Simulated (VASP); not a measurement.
A run of VASP 6.6.1 is set up as follows.

Contents of POSCAR:

```
ScAl3
1.0
    3.9221151059      0.0000000000      0.0000000000
    0.0000000000      4.2489580313      0.0000000000
    0.0000000000      0.0000000000      4.0855365686
Sc Al
1 3
Direct
    0.0000000000      0.0000000000      0.0000000000
    0.5000000000      0.0000000000      0.5000000000
    0.0000000000      0.5000000000      0.5000000000
    0.5000000000      0.5000000000      0.0000000000
```

INCAR.step1

```
SYSTEM = ScAl3
  PREC = Accurate
  ENCUT = 520
  ISMEAR = 0
  SIGMA = 0.15
  LREAL = .False.
  LASPH = .True.
  NELM = 60
  NBANDS = 18
  GGA = PE
  ALGO = Normal
  EDIFF = 1E-4
  LWAVE = .True.
  LCHARG = .False.
```

The input INCAR.step2:

```
SYSTEM = ScAl3
  PREC = Accurate
  ENCUT = 520
  EDIFF = 1E-6
  ISMEAR = 0
  SIGMA = 0.15
  LREAL = .False.
  LASPH = .True.
  NELM = 60
  ALGO = Normal
  ISIF = 2
  LWAVE = .False.
  LCHARG = .True.
  METAGGA = R2SCAN
  LMIXTAU = .True.
  LELF = .True.
  LVHAR = .True.
  NBANDS = 18
  ISTART = 1
```

Contents of KPOINTS:

```
Automatic mesh
0
Gamma
  12 12 12
  0 0 0
```

Potentials or basis: VASP PAW PBE potentials, release 64 (Sc_sv, Al).

Command:

```bash
$ cat potpaw_PBE.64/Sc_sv/POTCAR potpaw_PBE.64/Al/POTCAR > POTCAR
$ cp INCAR.step1 INCAR
$ mpirun -np 1 vasp_std > vasp.out
$ cp INCAR.step2 INCAR
$ mpirun -np 1 vasp_std > vasp.out
```

(1) Estimate the pressure.

(2) Predict the band gap on the k mesh.

Answers

(1) 0.5 GPa.

(2) zero (bands 10 and 11 overlap by 4.01 eV).

Caveat: the cell differs from its parent crystal (strain -0.0400 x Voigt [1, -1, 0, 0, 0, 0]); the PAW data sets were made with another functional, which shifts forces and pressure a little.
